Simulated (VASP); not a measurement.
## Co: single point with LDA

Co:

```
Co
1.0
     2.47067    0.00000    0.00000
    -1.23534    2.13966    0.00000
     0.00000    0.00000    4.03602
Co
2
Direct
  0.33333 0.66667 0.74014
  0.66667 0.33333 0.25986
```

```json
{"Program": "VASP 6.6.1", "Task": "single point", "Functional": "LDA", "Potentials or basis": "VASP PAW LDA potentials, release 64 (Co)", "Cutoff": "520 eV", "k mesh": "12 × 12 × 7", "Occupations": "fermi-dirac, width 0.05 eV", "Spin": "collinear spin, ferromagnetic start", "Starting moments": "[2.0, 2.0] μB"}
```

```
Pressure                                              : -15.2 GPa
Largest force                                         : 0.478 eV/Å
Net moment                                            : 3.04 μB per cell
Site moments                                          : Co +1.52 μB
Valence electrons inside the program's atomic spheres : Co 8.32
```

Forces in eV/Å, atoms in the order of the input:
```
Co   0.000  0.000  0.478
Co   0.000  0.000 -0.478
```

Stress tensor (GPa, compression positive):
```
-14.28   0.00   0.00
  0.00 -14.28   0.00
  0.00   0.00 -16.92
```

Levels at points of the mesh, in eV from the Fermi level:
Spin up:
```tsv
k point	band 6	band 7	band 8	band 9	band 10	band 11	band 12	band 13	band 14	band 15
(0.00, 0.00, 0.00)	-2.17	-2.17	-1.71	-1.71	-0.60	-0.60	-0.16	6.40	22.24	24.99
(0.50, 0.00, 0.00)	-2.41	-2.06	-0.45	-0.41	-0.28	1.49	3.53	9.61	10.60	12.83
```
Spin down:
| k point | band 4 | band 5 | band 6 | band 7 | band 8 | band 9 | band 10 | band 11 |
| --- | --- | --- | --- | --- | --- | --- | --- | --- |
| (0.00, 0.00, 0.00) | -1.08 | -1.08 | -0.75 | -0.75 | -0.20 | -0.20 | 0.02 | 0.99 |
| (0.50, 0.00, 0.00) | -1.72 | -1.20 | -1.12 | -0.72 | 1.13 | 1.22 | 1.31 | 2.60 |

It took 120 s on 1 thread of Intel Xeon 8259CL (shared host), peak memory 0.17 GiB.

Caveat: the cell stands under tension.
